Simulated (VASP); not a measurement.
Write the native input for VASP 6.6.1 that does the following.

* Task: relaxation of cell and atoms
* Functional: LDA
* Potentials or basis: VASP PAW LDA potentials, release 64 (Si, C)
* Cutoff: 600 eV
* k mesh: 6 × 6 × 6
* Occupations: gaussian, width 0.01 eV
* Spin: no spin polarisation
* Dipole correction: no
* Further INCAR settings: ALGO = Normal; EDIFF = 1e-07; IBRION = 2; EDIFFG = -0.002; NSW = 80; ISIF = 3

The structure of SiC (3C silicon carbide) lies in POSCAR:

```
SiC
1.0
    4.3600000000      0.0000000000      0.0000000000
    0.0000000000      4.3600000000      0.0000000000
    0.0000000000      0.0000000000      4.3600000000
Si C
4 4
Direct
    0.0000000000      0.0000000000      0.0000000000
    0.0000000000      0.5000000000      0.5000000000
    0.5000000000      0.0000000000      0.5000000000
    0.5000000000      0.5000000000      0.0000000000
    0.2500000000      0.2500000000      0.2500000000
    0.2500000000      0.7500000000      0.7500000000
    0.7500000000      0.2500000000      0.7500000000
    0.7500000000      0.7500000000      0.2500000000
```

The input as run:

INCAR

```
SYSTEM = SiC
ALGO = Normal
EDIFF = 1E-7
EDIFFG = -0.002
ENCUT = 600
GGA = CA
IBRION = 2
ISIF = 3
ISMEAR = 0
LASPH = .True.
LCHARG = .False.
LREAL = .False.
LWAVE = .False.
NELM = 80
NSW = 80
PREC = Accurate
SIGMA = 0.01
```

KPOINTS

```
k-points
0
Gamma
  6 6 6
  0 0 0
```

Potentials or basis: VASP PAW LDA potentials, release 64 (Si, C).

The run is started by

```sh
$ cat potpaw_LDA.64/Si/POTCAR potpaw_LDA.64/C/POTCAR > POTCAR
$ mpirun -np 1 vasp_std > vasp.out
```

Results of the run:

```
Relaxed volume                         : 10.15 Å³/atom
Relaxed cell                           : a = 4.331 Å, b = 4.331 Å, c = 4.331 Å, α = 90.00°, β = 90.00°, γ = 90.00°
Space group after relaxing (to 0.05 Å) : F-43m (No. 216)
Energy gained by relaxing              : 3.0 meV/atom
Ionic steps                            : 3
Pressure after relaxing                : 0.0 GPa
Band gap on the k mesh                 : 1.29 eV
```

Wall time 59 s on 1 thread of Intel(R) Xeon(R) Platinum 8259CL CPU @ 2.50GHz (Skylake/Cascade Lake) (shared host), peak memory 0.19 GiB.
